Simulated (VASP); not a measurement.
# BN in VASP: notebook, part 2 of 3

VASP 6.6.1.

## 4. Single point, r2SCAN

Input file POSCAR:

```
BN
1.0
    0.0849211500      3.5278113500      2.2185198000
    1.2841213500      0.0512658000      2.1848644500
    1.3040598000      3.5140944500      0.0712042500
B N
1 1
Direct
    0.0000500000      0.0000500000      0.9999500000
    0.6666666667      0.6666666667      0.3333333333
```

Input file INCAR.step1:

```
PREC = Accurate ; ENCUT = 520
ISMEAR = -1 ; SIGMA = 0.05
LREAL = F ; LASPH = T
NELM = 100 ; NBANDS = 11
GGA = PE ; ALGO = Normal
EDIFF = 1E-4 ; LWAVE = T
LCHARG = F
```

Input file INCAR.step2:

```
PREC = Accurate ; ENCUT = 520
EDIFF = 1E-6 ; ISMEAR = -1
SIGMA = 0.05 ; LREAL = F
LASPH = T ; NELM = 100
ALGO = Normal ; ISIF = 2
LWAVE = F ; LCHARG = F
METAGGA = R2SCAN ; LMIXTAU = T
NBANDS = 11 ; ISTART = 1
```

Input file KPOINTS:

```
Automatic mesh
0
Gamma
  10 10 10
```

Potentials or basis: VASP PAW PBE potentials, release 64 (B, N).

Command:

```bash
$ cat potpaw_PBE.64/B/POTCAR potpaw_PBE.64/N/POTCAR > POTCAR
$ cp INCAR.step1 INCAR
$ mpirun -np 1 vasp_std > vasp.out
$ cp INCAR.step2 INCAR
$ mpirun -np 1 vasp_std > vasp.out
```

OUTCAR:

```text
PREC = Accurate
   ENCUT = 520
   EDIFF = 1E-6
   ISMEAR = -1
   LREAL = F
   LASPH = T
   NELM = 100
   ISIF = 2
   METAGGA = R2SCAN
   ISTART = 1

 ion  position               nearest neighbor table
   1  0.000  0.000  1.000-   2 1.43   2 1.44   2 1.46
   2  0.667  0.667  0.333-   1 1.43   1 1.44   1 1.46

  LATTYP: Found a triclinic cell.
 ALAT       =     2.4693017783
 B/A-ratio  =     1.0139802239
 C/A-ratio  =     1.6429690808
 COS(alpha) =     0.0099006838
 COS(beta)  =     0.4507424807
 COS(gamma) =     0.4804824793

  Lattice vectors:

 A1 = (  -1.2191386500,   0.0137169000,   2.1473155500)
 A2 = (  -2.5032600000,  -0.0375489000,  -0.0375489000)
 A3 = (  -0.0199384500,  -3.4628286500,   2.1136602000)

Analysis of symmetry for initial positions (statically):
=====================================================================
 Subroutine PRICEL returns:
 Original cell was already a primitive cell.

 Routine SETGRP: Setting up the symmetry group for a
 triclinic supercell.

 Subroutine GETGRP returns: Found  1 space group operations
 (whereof  1 operations were pure point group operations)
 out of a pool of  2 trial point group operations.

The static configuration has the point symmetry C_1 .

Analysis of symmetry for dynamics (positions and initial velocities):
=====================================================================
 Subroutine PRICEL returns:
 Original cell was already a primitive cell.

 Routine SETGRP: Setting up the symmetry group for a
 triclinic supercell.

 Subroutine GETGRP returns: Found  1 space group operations
 (whereof  1 operations were pure point group operations)
 out of a pool of  2 trial point group operations.

The dynamic configuration has the point symmetry C_1 .

 Subroutine INISYM returns: Found  1 space group operations
 (whereof  1 operations are pure point group operations),
 and found     1 'primitive' translations

----------------------------------------------------------------------------------------

                                     Primitive cell

  volume of cell :      18.9400

  direct lattice vectors                    reciprocal lattice vectors
     0.084921150  3.527811350  2.218519800    -0.405184024  0.145605314  0.234724348
     1.284121350  0.051265800  2.184864450     0.398358417 -0.152430922  0.227141755
     1.304059800  3.514094450  0.071204250     0.400954117  0.140618421 -0.238954255

  length of vectors
     4.168272379  2.534803442  3.748933423     0.490377936  0.483236992  0.487480133

  position of ions in fractional coordinates (direct lattice)
     0.000050000  0.000050000  0.999950000
     0.666666667  0.666666667  0.333333333

  ion indices of the primitive-cell ions
   primitive index   ion index
                 1           1
                 2           2

----------------------------------------------------------------------------------------

 KPOINTS: Automatic mesh

Automatic generation of k-mesh.
 Grid dimensions read from file:
 generate k-points for:   10   10   10

 Generating k-lattice:

  Cartesian coordinates                     Fractional coordinates (reciprocal lattice)
    -0.040518402  0.014560531  0.023472435     0.100000000  0.000000000  0.000000000
     0.039835842 -0.015243092  0.022714175     0.000000000  0.100000000  0.000000000
     0.040095412  0.014061842 -0.023895426     0.000000000 -0.000000000  0.100000000

  Length of vectors
     0.049037794  0.048323699  0.048748013

  Shift w.r.t. Gamma in fractional coordinates (k-lattice)
     0.000000000  0.000000000  0.000000000

 Subroutine IBZKPT returns following result:
 ===========================================

 Found    504 irreducible k-points:

 Following reciprocal coordinates:
            Coordinates               Weight
  0.000000  0.000000  0.000000      1.000000
  0.100000  0.000000 -0.000000      2.000000
  0.200000  0.000000 -0.000000      2.000000
  0.300000  0.000000  0.000000      2.000000
  0.400000 -0.000000  0.000000      2.000000
  0.500000  0.000000  0.000000      1.000000
[... 16 lines left out ...]
 -0.400000  0.200000 -0.000000      2.000000
 -0.300000  0.200000 -0.000000      2.000000
 [... further k-points ...]
   k-points           NKPTS =    504   k-points in BZ     NKDIM =    504   number of bands    NBANDS=     11
   number of dos      NEDOS =    301   number of ions     NIONS =      2
   total plane-waves  NPLWV =  17920
   dimension x,y,z NGX =    32 NGY =   20 NGZ =   28
   dimension x,y,z NGXF=    64 NGYF=   40 NGZF=   56
   ions per type =               1   1
   NGX,Y,Z   is equivalent  to a cutoff of  12.76, 13.12, 12.42 a.u.
   NGXF,Y,Z  is equivalent  to a cutoff of  25.53, 26.23, 24.83 a.u.
 SYSTEM =  unknown system
   PREC   = accura    normal or accurate (medium, high low for compatibility)
   ISTART =      1    job   : 0-new  1-cont  2-samecut
   ICHARG =      0    charge: 1-file 2-atom 10-const
   ISPIN  =      1    spin polarized calculation?
   LNONCOLLINEAR =      F non collinear calculations
   LSORBIT =      F    spin-orbit coupling
   LASPH  =      T    aspherical Exc in radial PAW
   ENCUT  =  520.0 eV  38.22 Ry    6.18 a.u.   7.75  4.71  6.97*2*pi/ulx,y,z
   NELM   =    100;   NELMIN=  2; NELMDL=  0     # of ELM steps
   EDIFF  = 0.1E-05   stopping-criterion for ELM
   LREAL  =      F    real-space projection
   EDIFFG = 0.1E-04   stopping-criterion for IOM
   NSW    =      0    number of steps for IOM
   IBRION =     -1    ionic relax: 0-MD 1-quasi-New 2-CG
   NFREE  =      0    steps in history (QN), initial steepest desc. (CG)
   ISIF   =      2    stress and relaxation
   ISYM   =      2    0-nonsym 1-usesym 2-fastsym
   POTIM  = 0.5000    time-step for ionic-motion
   TEBEG  =    0.0;   TEEND  =   0.0 temperature during run
   PSTRESS=    0.0 pullay stress
   NELECT =       8.0000    total number of electrons
   NUPDOWN=      -1.0000    fix difference up-down
   EMIN   =  10.00;   EMAX   =-10.00  energy-range for DOS
   EFERMI =   0.00;   METHOD = LEGACY
   ISMEAR =    -1;   SIGMA  =   0.05  broadening in eV -4-tet -1-fermi 0-gaus
   EFERMI_NEDOS =   21; number of points for ismear=-14 and -15
   IALGO  =     38    algorithm
   IMIX   =      4    mixing-type and parameters
     AMIX     =   0.40;   BMIX     =  1.00
     AMIX_MAG =   1.60;   BMIX_MAG =  1.00
  volume/ion in A,a.u.               =       9.47        63.91
  Fermi-wavevector in a.u.,A,eV,Ry     =   1.228321  2.321190 20.528088  1.508772
  Thomas-Fermi vector in A             =   2.363251
   LORBIT       =      0    0 simple, 1 ext, 2 COOP (PROOUT), +10 PAW based schemes
   METAGGA = R2SCAN    functional components
   LHFCALC =     F    Hartree Fock is set to
   AEXX    =    0.0000 exact exchange contribution
   IVDW    =     0    specifies the selected vdW correction
   LEPSILON=     F    determine dielectric tensor
   LRPA    =     F    only Hartree local field effects (RPA)
 non-spin polarized calculation
  energy-cutoff  :      520.00
  volume of cell :       18.94
 maximum number of plane-waves:       522
   NGX = 15   NGY =  9   NGZ = 13

 number of electron       8.0000000 magnetization

 Free energy of the ion-electron system (eV)
  ---------------------------------------------------
  ext. energy  EPLUGINS =         0.00000000
  ---------------------------------------------------
  free energy    TOTEN  =       -19.27528177 eV

  energy without entropy =      -19.27528177  energy(sigma->0) =      -19.27528177

 E-fermi :   2.7056     XC(G=0): -10.4000

 val. band max:        1.7423924599   @ k =  -0.4000  -0.3000   0.2000
 cond. band min:       6.0954269961   @ k =  -0.0000   0.5000   0.5000
 fundamental gap:      4.3530345362
 Fermi energy:         2.7055607270

 k-point     1 :       0.0000    0.0000    0.0000
  band No.  band energies     occupation
      1     -17.1444      2.00000
      2      -2.8638      2.00000
      3       0.2151      2.00000
      4       0.3571      2.00000
      5       6.9093      0.00000
      6      13.6466      0.00000
      7      14.2866      0.00000
      8      15.9687      0.00000
      9      17.2183      0.00000
     10      28.8542      0.00000
     11      29.7791      0.00000
[... 309 lines left out ...]
 k-point    24 :      -0.3000    0.2000   -0.0000
  band No.  band energies     occupation
      1     -13.9324      2.00000
      2      -6.4045      2.00000
      3      -4.3308      2.00000
      4       0.4949      2.00000
      5       7.8600      0.00000
      6      13.8462      0.00000
      7      15.7643      0.00000
      8      17.9221      0.00000
      9      20.2354      0.00000
     10      23.1646      0.00000
     11      25.4873      0.00000

 [... further k-points ...]
[... 5 lines left out ...]
  --------------------------------------------------------------------------------------
  -------------------------------------------------------------------------------------
  Total        0.0321886     -0.0383798      0.0334274     -0.0429982     -0.0112908     -1.3191939
  in kB        2.7229139     -3.2466438      2.8277074     -3.6373204     -0.9551156   -111.5938151
  external PRESSURE =       0.7679925 kB  Pullay stress =       0.0000000 kB

 VOLUME and BASIS-vectors are now :
 -----------------------------------------------------------------------------
  energy-cutoff  :      520.00
  volume of cell :       18.94
      direct lattice vectors                 reciprocal lattice vectors
     0.084921150  3.527811350  2.218519800    -0.405184024  0.145605314  0.234724348
     1.284121350  0.051265800  2.184864450     0.398358417 -0.152430922  0.227141755
     1.304059800  3.514094450  0.071204250     0.400954117  0.140618421 -0.238954255

 POSITION                                       TOTAL-FORCE (eV/Angst)
 -----------------------------------------------------------------------------------
      1.30406      3.51410      0.07142         0.358988      0.001158     -0.017825
      1.34738      3.55742      2.95932        -0.358988     -0.001158      0.017825
 -----------------------------------------------------------------------------------
    total drift:                               -0.000030     -0.000041      0.000003

  FREE ENERGIE OF THE ION-ELECTRON SYSTEM (eV)
  ---------------------------------------------------
  free  energy   TOTEN  =       -19.2752817705 eV

  energy  without entropy=      -19.2752817704  energy(sigma->0) =      -19.27528177
```

It took 2.7 min on 1 thread of Intel Xeon 6975P-C (Granite Rapids), shared host; peak memory 0.22 GiB.

What came out:

| Quantity | Value |
| --- | --- |
| Free energy | -19.2753 eV |
| Pressure | 0.1 GPa |
| Largest force | 0.359 eV/Å |
| Band gap on the k mesh | 4.35 eV, indirect (least direct gap 5.46 eV) |

Forces on the atoms (eV/Å):
```
B    0.359  0.001 -0.018
N   -0.359 -0.001  0.018
```

Caveat: the PAW data sets were made with another functional, which shifts forces and pressure a little.

## 5. Single point, r2SCAN

Input file POSCAR:

```
BN
1.0
   -0.0424605750      3.4790743250      2.1398751000
    1.2353843250     -0.0256329000      2.1567027750
    1.2254151000      3.4859327750     -0.0356021250
B N
1 1
Direct
    0.0000500000      0.0000500000      0.9999500000
    0.6666666667      0.6666666667      0.3333333333
```

Input file INCAR.step1:

```
  PREC = Accurate
  ENCUT = 520
  ISMEAR = -1
  SIGMA = 0.05
  LREAL = F
  LASPH = T
  NELM = 80
  NBANDS = 11
  GGA = PE
  ALGO = Normal
  EDIFF = 1E-4
  LWAVE = T
  LCHARG = F
```

Input file INCAR.step2:

```
  PREC = Accurate
  ENCUT = 520
  EDIFF = 1E-6
  ISMEAR = -1
  SIGMA = 0.05
  LREAL = F
  LASPH = T
  NELM = 80
  ALGO = Normal
  ISIF = 2
  LWAVE = F
  LCHARG = T
  METAGGA = R2SCAN
  LMIXTAU = T
  LELF = T
  LVHAR = T
  NBANDS = 11
  ISTART = 1
```

KPOINTS is that of step 4.

Command:

```bash
$ cat potpaw_PBE.64/B/POTCAR potpaw_PBE.64/N/POTCAR > POTCAR
$ cp INCAR.step1 INCAR
$ mpirun -np 1 vasp_std > vasp.out
$ cp INCAR.step2 INCAR
$ mpirun -np 1 vasp_std > vasp.out
```

Wall time 3.2 min (1 thread of Intel Xeon 6975P-C (Granite Rapids), shared host); peak memory 0.22 GiB.

The run converged. Its results:

```yaml
Free_energy: -19.2905 eV
Pressure: -0.1 GPa
Largest_force: 0.178 eV/Å
Band_gap_on_the_k_mesh: 4.37 eV, indirect (least direct gap 5.45 eV)
```

Forces in eV/Å, atoms in the order of the input:
```
B   -0.178  0.003  0.004
N    0.178 -0.003 -0.004
```

Stress tensor (GPa, compression positive):
```
 0.06  0.06  5.51
 0.06 -0.34 -0.08
 5.51 -0.08  0.06
```

Levels at points of the mesh, in eV from the valence-band top:
```tsv
k point	band 1	band 2	band 3	band 4	band 5	band 6	band 7	band 8	band 9
(0.00, 0.00, 0.00)	-18.86	-4.58	-1.47	-1.40	5.19	12.13	12.45	14.26	15.39
(0.50, 0.00, 0.00)	-15.64	-9.37	-4.23	-1.08	5.25	10.75	13.97	16.33	20.88
(0.00, 0.50, 0.00)	-15.53	-9.32	-4.49	-0.88	5.39	10.25	13.96	16.20	20.88
(0.50, 0.50, 0.00)	-15.62	-9.43	-4.35	-0.49	6.52	10.08	12.79	14.39	20.50
(0.00, 0.00, 0.50)	-15.64	-9.37	-4.22	-1.10	5.18	10.83	14.03	16.46	20.78
(0.50, 0.00, 0.50)	-18.67	-6.27	-1.48	-1.40	10.25	11.97	12.41	12.85	17.11
(0.00, 0.50, 0.50)	-15.52	-9.24	-4.39	-1.47	4.37	10.62	15.35	19.70	20.52
(0.50, 0.50, 0.50)	-15.51	-9.30	-4.49	-0.98	5.17	10.31	14.19	16.72	20.91
```

Caveat: the PAW data sets were made with another functional, which shifts forces and pressure a little. r2SCAN opens gaps a little over a GGA but as a rule still falls short of measured ones.

[end of part 2 of 3]
